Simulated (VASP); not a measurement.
# B2O (P-3m1) in VASP: notebook, part 2 of 3

VASP 6.6.1. Earlier steps stand in the parts before.

## 3. Single point, PBE+D3(BJ) (9.05 Å³/atom)

This run uses another cell than the first one, of 9.05 Å³/atom.

Input file INCAR:

```
SYSTEM = B2O
  PREC = Accurate
  ENCUT = 520
  EDIFF = 1E-7
  ISMEAR = 0
  SIGMA = 0.15
  LREAL = .False.
  LASPH = .True.
  NELM = 60
  ALGO = Fast
  ISIF = 2
  LWAVE = .False.
  LCHARG = .False.
  GGA = PE
  IVDW = 12
  NBANDS = 21
```

Input file KPOINTS:

```
regular mesh
0
Gamma
  21 21 6
  0 0 0
```

Input file POSCAR:

```
B2O
1.0
    2.4452864092      0.0000000000      0.0000000000
   -1.2226432046      2.1176801499      0.0000000000
    0.0000000000      0.0000000000     10.4878334090
B O
4 2
Direct
    0.0000000000      0.0000000000      0.4099026039
    0.0000000000      0.0000000000      0.5900973961
    0.6666666667      0.3333333333      0.0293462865
    0.3333333333      0.6666666667      0.9706537135
    0.6666666667      0.3333333333      0.3525784977
    0.3333333333      0.6666666667      0.6474215023
```

Potentials or basis: VASP PAW PBE potentials, release 64 (B, O).

Run with:

```bash
$ cat potpaw_PBE.64/B/POTCAR potpaw_PBE.64/O/POTCAR > POTCAR
$ mpirun -np 1 vasp_std > vasp.out
```

Wall time 7.1 min (1 thread of Oxide Virtual Turin-like, shared host); peak memory 0.32 GiB.

The run converged. Its results:

- Free energy: -39.9660 eV
- Pressure: 9.5 GPa
- Largest force: 1.318 eV/Å
- Band gap on the k mesh: zero (bands 12 and 13 overlap by 3.44 eV)
- Dispersion energy per atom: -0.132 eV

Forces on the atoms (eV/Å):
```
B    0.000  0.000  0.687
B    0.000  0.000 -0.687
B    0.000  0.000  1.318
B    0.000  0.000 -1.318
O    0.000  0.000  0.775
O    0.000  0.000 -0.775
```

Stress tensor (GPa, compression positive):
```
19.23  0.00  0.00
 0.00 19.23  0.00
 0.00  0.00 -9.89
```

Levels at points of the mesh, in eV from the Fermi level:
```csv
k point,band 10,band 11,band 12,band 13,band 14,band 15
"(0.00, 0.00, 0.00)",-5.50,-3.15,2.29,4.24,4.24,4.95
"(0.00, 0.00, 0.50)",-5.68,-2.94,2.01,4.24,4.24,5.40
```

Caveat: the stress differs along the axes, from -10 to 19 GPa; forces of over 1 eV/Å act on the atoms, so gaps and moduli don't describe the material at rest.

## 4. Single point, PBE+D3(BJ) (9.05 Å³/atom)

This run uses another cell than the first one, of 9.05 Å³/atom.

Input file INCAR:

```
ALGO = Fast ; EDIFF = 1E-6
ENCUT = 520 ; GGA = PE
ISIF = 2 ; ISMEAR = 0
IVDW = 12 ; LASPH = T
LCHARG = F ; LREAL = F
LWAVE = F ; NBANDS = 21
NELM = 100 ; PREC = Accurate
SIGMA = 0.15
```

Input file KPOINTS:

```
k-points
0
Gamma
  21 21 6
```

Changes to POSCAR since step 3:

```diff
@@ -2,5 +2,5 @@
 1.0
-    2.4452864092      0.0000000000      0.0000000000
-   -1.2226432046      2.1176801499      0.0000000000
-    0.0000000000      0.0000000000     10.4878334090
+    2.4782741341      0.0000000000      0.0000000000
+   -1.2391370670      2.1462483576      0.0000000000
+    0.0000000000      0.0000000000     10.2104894323
 B O
```

Potentials or basis: VASP PAW PBE potentials, release 64 (B, O).

Run with:

```bash
$ cat potpaw_PBE.64/B/POTCAR potpaw_PBE.64/O/POTCAR > POTCAR
$ mpirun -np 1 vasp_std > vasp.out
```

OUTCAR:

```text
EDIFF = 1E-6
   ENCUT = 520
   GGA = PE
   ISIF = 2
   ISMEAR = 0
   IVDW = 12
   LASPH = T
   LREAL = F
   NELM = 100
   PREC = Accurate
 IVDW          = 12

 ion  position               nearest neighbor table
   1  0.000  0.000  0.410-   5 1.55   5 1.55   5 1.55   2 1.84
   2  0.000  0.000  0.590-   6 1.55   6 1.55   6 1.55   1 1.84
   3  0.667  0.333  0.029-   4 1.55   4 1.55   4 1.55
   4  0.333  0.667  0.971-   3 1.55   3 1.55   3 1.55
   5  0.667  0.333  0.353-   1 1.55   1 1.55   1 1.55
[... 789 lines left out ...]
  -------------------------------------------------------------------------------------
  Total       4.24606     4.24606    -2.36124     0.00000    -0.00000    -0.00000
  in kB     125.26249   125.26249   -69.65861     0.00000    -0.00000    -0.00000
  external pressure =       60.29 kB  Pullay stress =        0.00 kB

 VOLUME and BASIS-vectors are now :
 -----------------------------------------------------------------------------
  energy-cutoff  :      520.00
  volume of cell :       54.31
      direct lattice vectors                 reciprocal lattice vectors
     2.478274134  0.000000000  0.000000000     0.403506612  0.232964651  0.000000000
    -1.239137067  2.146248358  0.000000000     0.000000000  0.465929302  0.000000000
     0.000000000  0.000000000 10.210489432     0.000000000  0.000000000  0.097938498

 POSITION                                       TOTAL-FORCE (eV/Angst)
 -----------------------------------------------------------------------------------
      0.00000      0.00000      4.18531        -0.000000      0.000000      0.552514
      0.00000      0.00000      6.02518        -0.000000     -0.000000     -0.552514
      1.23914      0.71542      0.29964         0.000000     -0.000000      0.859052
     -0.00000      1.43083      9.91085        -0.000000     -0.000000     -0.859052
      1.23914      0.71542      3.60000         0.000000      0.000000      0.491852
     -0.00000      1.43083      6.61049         0.000000      0.000000     -0.491852
 -----------------------------------------------------------------------------------
    total drift:                               -0.000000      0.000000     -0.000000

  FREE ENERGIE OF THE ION-ELECTRON SYSTEM (eV)
  ---------------------------------------------------
  free  energy   TOTEN  =       -40.1866576449 eV

  energy  without entropy=      -40.1737253598  energy(sigma->0) =      -40.18019150
```

OSZICAR:

```text
N       E                     dE             d eps       ncg     rms          rms(c)
DAV:   1     0.874855539096E+02    0.87486E+02   -0.12390E+04 11172   0.106E+03
DAV:   2    -0.373451588666E+02   -0.12483E+03   -0.12054E+03 14332   0.236E+02
DAV:   3    -0.429836701492E+02   -0.56385E+01   -0.55733E+01 15088   0.469E+01
DAV:   4    -0.430268194803E+02   -0.43149E-01   -0.43103E-01 15328   0.441E+00
DAV:   5    -0.430271784568E+02   -0.35898E-03   -0.35894E-03 14246   0.381E-01    0.103E+01
RMM:   6    -0.397962832195E+02    0.32309E+01   -0.36214E+00 11933   0.102E+01    0.464E+00
RMM:   7    -0.394189105734E+02    0.37737E+00   -0.93974E-01 12634   0.514E+00    0.213E+00
RMM:   8    -0.393904574214E+02    0.28453E-01   -0.96594E-02 13270   0.159E+00    0.641E-01
RMM:   9    -0.393912035522E+02   -0.74613E-03   -0.10583E-02 14099   0.635E-01    0.224E-01
RMM:  10    -0.393917462346E+02   -0.54268E-03   -0.22904E-03 14037   0.304E-01    0.769E-02
RMM:  11    -0.393915702143E+02    0.17602E-03   -0.41770E-04 14317   0.121E-01    0.206E-02
RMM:  12    -0.393915026997E+02    0.67515E-04   -0.12244E-04 14327   0.573E-02    0.160E-02
RMM:  13    -0.393914669454E+02    0.35754E-04   -0.64725E-05 14326   0.363E-02    0.189E-02
RMM:  14    -0.393914566683E+02    0.10277E-04   -0.32549E-05 14271   0.310E-02    0.186E-03
RMM:  15    -0.393914563736E+02    0.29464E-06   -0.39244E-06 12157   0.959E-03
   1 F= -.40186658E+02 E0= -.40180192E+02  d E =-.129323E-01
```

stdout:

```text
POSCAR found type information on POSCAR B O
 POSCAR found :  2 types and       6 ions
 scaLAPACK will be used
 LDA part: xc-table for (Slater+PW92), standard interpolation
 POSCAR, INCAR and KPOINTS ok, starting setup
 FFT: planning ... GRIDC
 FFT: planning ... GRID_SOFT
 FFT: planning ... GRID
 WAVECAR not read
 entering main loop
```

It took 6.2 min on 1 thread of Oxide Virtual Turin-like, shared host; peak memory 0.32 GiB.

Results:

| Property | Result |
| --- | --- |
| Free energy | -40.1867 eV |
| Pressure | 6.0 GPa |
| Largest force | 0.859 eV/Å |
| Band gap on the k mesh | zero (bands 12 and 13 overlap by 3.73 eV) |
| Dispersion energy per atom | -0.133 eV |

Forces on the atoms (eV/Å):
```
B    0.000  0.000  0.553
B    0.000  0.000 -0.553
B    0.000  0.000  0.859
B    0.000  0.000 -0.859
O    0.000  0.000  0.492
O    0.000  0.000 -0.492
```

Stress tensor (GPa, compression positive):
```
12.53  0.00  0.00
 0.00 12.53  0.00
 0.00  0.00 -6.97
```

Caveat: the stress differs along the axes, from -7 to 13 GPa.

## 5. Single point, PBE+D3(BJ) (9.05 Å³/atom)

This run uses another cell than the first one, of 9.05 Å³/atom.

Input file INCAR:

```
SYSTEM = B2O
PREC = Accurate
ENCUT = 520
EDIFF = 1E-6
ISMEAR = 0
SIGMA = 0.15
LREAL = .False.
LASPH = .True.
NELM = 60
ALGO = Fast
ISIF = 2
LWAVE = .False.
LCHARG = .False.
GGA = PE
IVDW = 12
NBANDS = 21
```

Input file KPOINTS:

```
regular mesh
0
Gamma
  21 21 6
  0 0 0
```

Changes to POSCAR since step 4:

```diff
@@ -2,5 +2,5 @@
 1.0
-    2.4782741341      0.0000000000      0.0000000000
-   -1.2391370670      2.1462483576      0.0000000000
-    0.0000000000      0.0000000000     10.2104894323
+    2.6147154190      0.0000000000      0.0000000000
+   -1.3073577095      2.2644099766      0.0000000000
+    0.0000000000      0.0000000000      9.1726831615
 B O
```

Potentials or basis: VASP PAW PBE potentials, release 64 (B, O).

Run with:

```bash
$ cat potpaw_PBE.64/B/POTCAR potpaw_PBE.64/O/POTCAR > POTCAR
$ mpirun -np 1 vasp_std > vasp.out
```

OUTCAR:

```text
SYSTEM = B2O
   PREC = Accurate
   ENCUT = 520
   EDIFF = 1E-6
   ISMEAR = 0
   LREAL = .False.
   LASPH = .True.
   NELM = 60
   ISIF = 2
   GGA = PE
   IVDW = 12
 IVDW          = 12

 ion  position               nearest neighbor table
   1  0.000  0.000  0.410-   5 1.60   5 1.60   5 1.60   2 1.65
   2  0.000  0.000  0.590-   6 1.60   6 1.60   6 1.60   1 1.65
   3  0.667  0.333  0.029-   4 1.60   4 1.60   4 1.60
   4  0.333  0.667  0.971-   3 1.60   3 1.60   3 1.60
   5  0.667  0.333  0.353-   1 1.60   1 1.60   1 1.60
[... 789 lines left out ...]
  -------------------------------------------------------------------------------------
  Total      -3.51396    -3.51396     2.65910     0.00000     0.00000     0.00000
  in kB    -103.66471  -103.66471    78.44562     0.00000     0.00000     0.00000
  external pressure =      -42.96 kB  Pullay stress =        0.00 kB

 VOLUME and BASIS-vectors are now :
 -----------------------------------------------------------------------------
  energy-cutoff  :      520.00
  volume of cell :       54.31
      direct lattice vectors                 reciprocal lattice vectors
     2.614715419  0.000000000  0.000000000     0.382450799  0.220808071  0.000000000
    -1.307357709  2.264409977  0.000000000     0.000000000  0.441616143  0.000000000
     0.000000000  0.000000000  9.172683162     0.000000000  0.000000000  0.109019355

 POSITION                                       TOTAL-FORCE (eV/Angst)
 -----------------------------------------------------------------------------------
      0.00000      0.00000      3.75991         0.000000      0.000000     -1.096046
      0.00000      0.00000      5.41278         0.000000     -0.000000      1.096046
      1.30736      0.75480      0.26918        -0.000000      0.000000     -0.797523
     -0.00000      1.50961      8.90350         0.000000     -0.000000      0.797523
      1.30736      0.75480      3.23409         0.000000     -0.000000     -0.368802
     -0.00000      1.50961      5.93859        -0.000000      0.000000      0.368802
 -----------------------------------------------------------------------------------
    total drift:                                0.000000     -0.000000      0.000000

  FREE ENERGIE OF THE ION-ELECTRON SYSTEM (eV)
  ---------------------------------------------------
  free  energy   TOTEN  =       -40.2126856122 eV

  energy  without entropy=      -40.2009515217  energy(sigma->0) =      -40.20681857
```

It took 6 min on 1 thread of Oxide Virtual Turin-like, shared host; peak memory 0.33 GiB.

What came out:

```
Free energy                : -40.2127 eV
Pressure                   : -4.3 GPa
Largest force              : 1.096 eV/Å
Band gap on the k mesh     : zero (bands 12 and 13 overlap by 4.17 eV)
Dispersion energy per atom : -0.133 eV
```

Forces in eV/Å, atoms in the order of the input:
```
B    0.000  0.000 -1.096
B    0.000  0.000  1.096
B    0.000  0.000 -0.798
B    0.000  0.000  0.798
O    0.000  0.000 -0.369
O    0.000  0.000  0.369
```

Caveat: the stress differs along the axes, from -10 to 8 GPa; forces of over 1 eV/Å act on the atoms, so gaps and moduli don't describe the material at rest.

## 6. Single point, PBE+D3(BJ) (9.41 Å³/atom)

This run uses another cell than the first one, of 9.41 Å³/atom.

Input file INCAR:

```
ALGO = Fast
EDIFF = 1E-6
ENCUT = 520
GGA = PE
ISIF = 2
ISMEAR = 0
IVDW = 12
LASPH = T
LCHARG = T
LELF = T
LREAL = F
LVHAR = T
LWAVE = F
NBANDS = 21
NELM = 100
PREC = Accurate
SIGMA = 0.15
```

Input file KPOINTS:

```
k-points
0
Gamma
  21 21 6
```

Changes to POSCAR since step 5:

```diff
@@ -2,5 +2,5 @@
 1.0
-    2.6147154190      0.0000000000      0.0000000000
-   -1.3073577095      2.2644099766      0.0000000000
-    0.0000000000      0.0000000000      9.1726831615
+    2.6138942572      0.0000000000      0.0000000000
+   -1.3069471286      2.2636988295      0.0000000000
+    0.0000000000      0.0000000000      9.5459418273
 B O
```

Potentials or basis: VASP PAW PBE potentials, release 64 (B, O).

Run with:

```bash
$ cat potpaw_PBE.64/B/POTCAR potpaw_PBE.64/O/POTCAR > POTCAR
$ mpirun -np 1 vasp_std > vasp.out
```

Run time: 7.1 min. Hardware: 1 thread of Oxide Virtual Turin-like, shared host; peak memory 0.34 GiB.

It converged, with:

| Property | Result |
| --- | --- |
| Free energy | -40.2641 eV |
| Pressure | -8.4 GPa |
| Largest force | 0.895 eV/Å |
| Band gap on the k mesh | zero (bands 12 and 13 overlap by 4.27 eV) |
| Dispersion energy per atom | -0.128 eV |

Forces in eV/Å, atoms in the order of the input:
```
B    0.000  0.000 -0.318
B    0.000  0.000  0.318
B    0.000  0.000 -0.895
B    0.000  0.000  0.895
O    0.000  0.000  0.116
O    0.000  0.000 -0.116
```

Stress tensor (GPa, compression positive):
```
-12.18   0.00   0.00
  0.00 -12.18   0.00
  0.00   0.00  -0.83
```

Levels at points of the mesh, in eV from the Fermi level:
```csv
k point,band 9,band 10,band 11,band 12,band 13,band 14,band 15,band 16
"(0.00, 0.00, 0.00)",-5.71,-3.99,-2.08,3.41,3.41,3.42,3.57,4.69
"(0.00, 0.00, 0.50)",-5.71,-4.48,-1.67,2.92,3.41,3.41,4.13,4.47
```

Caveat: the stress differs along the axes, from -12 to -1 GPa.

(Continued in part 3 of 3.)
